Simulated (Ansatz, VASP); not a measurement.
## MnO: VASP beside Ansatz

```
CELL_PARAMETERS angstrom
-2.22300 -2.22300 4.44600
-4.44600 -2.22300 2.22300
-2.22300 -4.44600 2.22300
ATOMIC_POSITIONS crystal
Mn 0.00000 0.00000 0.00000
Mn 0.50000 0.50000 0.50000
O 0.25000 0.25000 0.25000
O 0.75000 0.75000 0.75000
```

Alike in both runs: task relaxation of cell and atoms; functional LDA; k mesh 9 × 9 × 9; occupations gaussian, width 0.1 eV; collinear spin.

|  | VASP | Ansatz |
| --- | --- | --- |
| version | VASP 6.6.1 | Ansatz 0.2.0 |
| potentials or method | VASP PAW LDA potentials, release 64 (Mn_pv, O), cutoff 600 eV | scalar-relativistic, plane waves, PAW |
| valence electrons in the cell | 38 | 42 |

Ansatz gave:

| Quantity | Value |
| --- | --- |
| gap on the k mesh at the Fermi level, each at its own relaxed structure (eV) | 0.64 |
| net moment per atom (μB) | 0.00 |
| size of the moment on the site where the two differ most (μB) | 3.84 |
| relaxed volume (Å³/atom) | 9.89 |

Q: Which values does VASP return?

A: gap on the k mesh at the Fermi level, each at its own relaxed structure (eV): 0.51; net moment per atom (μB): 0.00; size of the moment on the site where the two differ most (μB): 4.12; relaxed volume (Å³/atom): 9.89.

LDA's correlation is that of Perdew and Zunger in VASP and of Perdew and Wang (1992) in Ansatz. Site moments also hang on the region over which each program counts them. VASP's potentials hold 38 valence electrons a cell and Ansatz's 42, so a difference there can come from the potentials and not from the codes.
